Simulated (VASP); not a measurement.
# Bi (I4_1/amd) in VASP: single point with PBE

Aim: the single point of Bi with PBE.

All numbers are computed with VASP 6.6.1; they aren't measurements. Logs are shortened: lines on timing, memory, paths and dates and some standing lists are left out, and cuts for length are marked.

## (1) The cell of the first run

It takes space group I4_1/amd (No. 141, tetragonal). Conventional cell: a = 6.029 Å, b = 6.029 Å, c = 3.189 Å, α = 90.00°, β = 90.00°, γ = 90.00°. Bi (site symmetry -4m2) has 10 Bi at 3.12 to 3.85 Å within 4.1 Å.

## (2) Single point, PBE (28.98 Å³/atom)

Input file INCAR:

```
  ALGO = Normal
  EDIFF = 1E-6
  ENCUT = 520
  GGA = PE
  ISIF = 2
  ISMEAR = -1
  LASPH = T
  LCHARG = F
  LREAL = F
  LWAVE = F
  NBANDS = 22
  NELM = 100
  PREC = Accurate
  SIGMA = 0.08
```

Input file KPOINTS:

```
k-points
0
Gamma
  13 13 13
```

Input file POSCAR:

```
Bi
1.0
   -3.0143032707      3.0143032707      1.5944830524
    3.0143032707     -3.0143032707      1.5944830524
    3.0143032707      3.0143032707     -1.5944830524
Bi
2
Direct
   -0.3750000000     -0.1250000000     -0.2500000000
    0.3750000000      0.1250000000      0.2500000000
```

Potentials or basis: VASP PAW PBE potentials, release 64 (Bi_d).

Launch:

```sh
cat potpaw_PBE.64/Bi_d/POTCAR > POTCAR
mpirun -np 1 vasp_std > vasp.out
```

OUTCAR:

```text
EDIFF = 1E-6
   ENCUT = 520
   GGA = PE
   ISIF = 2
   ISMEAR = -1
   LASPH = T
   LREAL = F
   NELM = 100
   PREC = Accurate

 ion  position               nearest neighbor table
   1  0.625  0.875  0.750-   2 3.12   2 3.12   2 3.12   2 3.12   2 3.85   2 3.85   2 3.85   2 3.85

   2  0.375  0.125  0.250-   1 3.12   1 3.12   1 3.12   1 3.12   1 3.85   1 3.85   1 3.85   1 3.85

  LATTYP: Found a body centered tetragonal cell.
 ALAT       =     6.0286065414
 C/A-ratio  =     0.5289723393

  Lattice vectors:

 A1 = (  -3.0143032707,   3.0143032707,   1.5944830524)
 A2 = (   3.0143032707,  -3.0143032707,   1.5944830524)
 A3 = (   3.0143032707,   3.0143032707,  -1.5944830524)

Analysis of symmetry for initial positions (statically):
=====================================================================
 Subroutine PRICEL returns:
 Original cell was already a primitive cell.

 Routine SETGRP: Setting up the symmetry group for a
 body centered tetragonal supercell.

 Subroutine GETGRP returns: Found 16 space group operations
 (whereof  4 operations were pure point group operations)
 out of a pool of 16 trial point group operations.

The static configuration has the point symmetry C_2h.
 The point group associated with its full space group is D_4h.

Analysis of symmetry for dynamics (positions and initial velocities):
=====================================================================
 Subroutine PRICEL returns:
 Original cell was already a primitive cell.

 Routine SETGRP: Setting up the symmetry group for a
 body centered tetragonal supercell.

 Subroutine GETGRP returns: Found 16 space group operations
 (whereof  4 operations were pure point group operations)
 out of a pool of 16 trial point group operations.

The dynamic configuration has the point symmetry C_2h.
 The point group associated with its full space group is D_4h.

 Subroutine INISYM returns: Found 16 space group operations
 (whereof  4 operations are pure point group operations),
 and found     1 'primitive' translations

----------------------------------------------------------------------------------------

                                     Primitive cell

  volume of cell :      57.9500

[... 71 lines left out ...]
   number of dos      NEDOS =    301   number of ions     NIONS =      2
   total plane-waves  NPLWV =  46656
   dimension x,y,z NGX =    36 NGY =   36 NGZ =   36
   dimension x,y,z NGXF=    72 NGYF=   72 NGZF=   72
   ions per type =               2
   NGX,Y,Z   is equivalent  to a cutoff of  13.15, 13.15, 13.15 a.u.
   NGXF,Y,Z  is equivalent  to a cutoff of  26.30, 26.30, 26.30 a.u.
 SYSTEM =  unknown system
   PREC   = accura    normal or accurate (medium, high low for compatibility)
   ISTART =      0    job   : 0-new  1-cont  2-samecut
   ICHARG =      2    charge: 1-file 2-atom 10-const
   ISPIN  =      1    spin polarized calculation?
   LNONCOLLINEAR =      F non collinear calculations
   LSORBIT =      F    spin-orbit coupling
   LASPH  =      T    aspherical Exc in radial PAW
   ENCUT  =  520.0 eV  38.22 Ry    6.18 a.u.   8.46  8.46  8.46*2*pi/ulx,y,z
   NELM   =    100;   NELMIN=  2; NELMDL= -5     # of ELM steps
   EDIFF  = 0.1E-05   stopping-criterion for ELM
   LREAL  =      F    real-space projection
   EDIFFG = 0.1E-04   stopping-criterion for IOM
   NSW    =      0    number of steps for IOM
   IBRION =     -1    ionic relax: 0-MD 1-quasi-New 2-CG
   NFREE  =      0    steps in history (QN), initial steepest desc. (CG)
   ISIF   =      2    stress and relaxation
   ISYM   =      2    0-nonsym 1-usesym 2-fastsym
   POTIM  = 0.5000    time-step for ionic-motion
   TEBEG  =    0.0;   TEEND  =   0.0 temperature during run
   PSTRESS=    0.0 pullay stress
   NELECT =      30.0000    total number of electrons
   NUPDOWN=      -1.0000    fix difference up-down
   EMIN   =  10.00;   EMAX   =-10.00  energy-range for DOS
   EFERMI =   0.00;   METHOD = LEGACY
   ISMEAR =    -1;   SIGMA  =   0.08  broadening in eV -4-tet -1-fermi 0-gaus
   EFERMI_NEDOS =   21; number of points for ismear=-14 and -15
   IALGO  =     38    algorithm
   IMIX   =      4    mixing-type and parameters
     AMIX     =   0.40;   BMIX     =  1.00
     AMIX_MAG =   1.60;   BMIX_MAG =  1.00
  volume/ion in A,a.u.               =      28.98       195.53
  Fermi-wavevector in a.u.,A,eV,Ry     =   1.314510  2.484064 23.510014  1.727937
  Thomas-Fermi vector in A             =   2.444758
   LORBIT       =      0    0 simple, 1 ext, 2 COOP (PROOUT), +10 PAW based schemes
   GGA     = PE    functional components
[... 5 lines left out ...]
 non-spin polarized calculation
  energy-cutoff  :      520.00
  volume of cell :       57.95
 maximum number of plane-waves:      1578
 NGX is ok and might be reduce to    36
   NGX = 17   NGY = 17   NGZ = 17

 number of electron      30.0000005 magnetization

 Free energy of the ion-electron system (eV)
  ---------------------------------------------------
  ext. energy  EPLUGINS =         0.00000000
  ---------------------------------------------------
  free energy    TOTEN  =        -7.38555989 eV

  energy without entropy =       -7.36452910  energy(sigma->0) =       -7.37504450

 E-fermi :   8.8646     XC(G=0): -10.5516

 val. band max:        8.8579247605   @ k =  -0.2308   0.3846   0.0769
 cond. band min:       8.8708352508   @ k =  -0.3077  -0.3846   0.1538
 fundamental gap:      0.0129104904
 Fermi energy:         8.8646175059

 k-point     1 :       0.0000    0.0000    0.0000
  band No.  band energies     occupation
      1     -14.4330      2.00000
      2     -14.3664      2.00000
      3     -14.3019      2.00000
      4     -14.2785      2.00000
      5     -14.0817      2.00000
      6     -14.0817      2.00000
[... 589 lines left out ...]
     21      16.5405      0.00000
     22      17.7350      0.00000

 [... further k-points ...]
[... 5 lines left out ...]
  --------------------------------------------------------------------------------------
  -------------------------------------------------------------------------------------
  Total        4.0811716      4.0811716      4.0812341      0.0000000     -0.0000000      0.0000000
  in kB      112.8344326    112.8344326    112.8361596      0.0000000     -0.0000000      0.0000000
  external PRESSURE =     112.8350082 kB  Pullay stress =       0.0000000 kB

 VOLUME and BASIS-vectors are now :
 -----------------------------------------------------------------------------
  energy-cutoff  :      520.00
  volume of cell :       57.95
      direct lattice vectors                 reciprocal lattice vectors
    -3.014303271  3.014303271  1.594483052     0.000000000  0.165875811  0.313581257
     3.014303271 -3.014303271  1.594483052     0.165875811  0.000000000  0.313581257
     3.014303271  3.014303271 -1.594483052     0.165875811  0.165875811  0.000000000

 POSITION                                       TOTAL-FORCE (eV/Angst)
 -----------------------------------------------------------------------------------
      3.01430      1.50715      1.19586         0.000000     -0.000000      0.000000
      0.00000      1.50715      0.39862        -0.000000      0.000000     -0.000000
 -----------------------------------------------------------------------------------
    total drift:                               -0.000000     -0.000000      0.000000

  FREE ENERGIE OF THE ION-ELECTRON SYSTEM (eV)
  ---------------------------------------------------
  free  energy   TOTEN  =        -7.3855598920 eV

  energy  without entropy=       -7.3645291004  energy(sigma->0) =       -7.37504450
```

OSZICAR:

```text
N       E                     dE             d eps       ncg     rms          rms(c)
DAV:   1     0.308236263693E+03    0.30824E+03   -0.16233E+04  8624   0.175E+03
DAV:   2     0.180883024190E+02   -0.29015E+03   -0.28251E+03  8714   0.452E+02
DAV:   3    -0.654488928648E+01   -0.24633E+02   -0.24303E+02 10512   0.142E+02
DAV:   4    -0.736026020201E+01   -0.81537E+00   -0.81492E+00 10592   0.279E+01
DAV:   5    -0.739411692637E+01   -0.33857E-01   -0.33855E-01 12600   0.516E+00    0.895E-01
DAV:   6    -0.738771567615E+01    0.64013E-02   -0.14715E-02 11388   0.139E+00    0.515E-01
DAV:   7    -0.738549337030E+01    0.22223E-02   -0.76327E-03 11980   0.108E+00    0.107E-01
DAV:   8    -0.738556514855E+01   -0.71778E-04   -0.71670E-04 10362   0.314E-01    0.145E-02
DAV:   9    -0.738556291889E+01    0.22297E-05   -0.26416E-05 13090   0.422E-02    0.429E-03
DAV:  10    -0.738555965605E+01    0.32628E-05   -0.23298E-06  7486   0.209E-02    0.965E-04
DAV:  11    -0.738555989199E+01   -0.23594E-06   -0.27604E-07  6028   0.711E-03
   1 F= -.73855599E+01 E0= -.73750445E+01  d E =-.210308E-01
```

stdout:

```text
POSCAR found type information on POSCAR Bi
 POSCAR found :  1 types and       2 ions
 scaLAPACK will be used
 LDA part: xc-table for (Slater+PW92), standard interpolation
 POSCAR, INCAR and KPOINTS ok, starting setup
 FFT: planning ... GRIDC
 FFT: planning ... GRID_SOFT
 FFT: planning ... GRID
 WAVECAR not read
 entering main loop
```

It took 84 s on 1 thread of Intel Xeon 6975P-C (Granite Rapids), shared host; peak memory 0.34 GiB.

Results:

| Item | Value |
| --- | --- |
| Free energy | -7.3856 eV |
| Pressure | 11.3 GPa |
| Band gap on the k mesh | zero (bands 15 and 16 overlap by 6.28 eV) |

Caveat: the cell stands under pressure; spin-orbit coupling is left out, which moves the levels of the heavy elements.
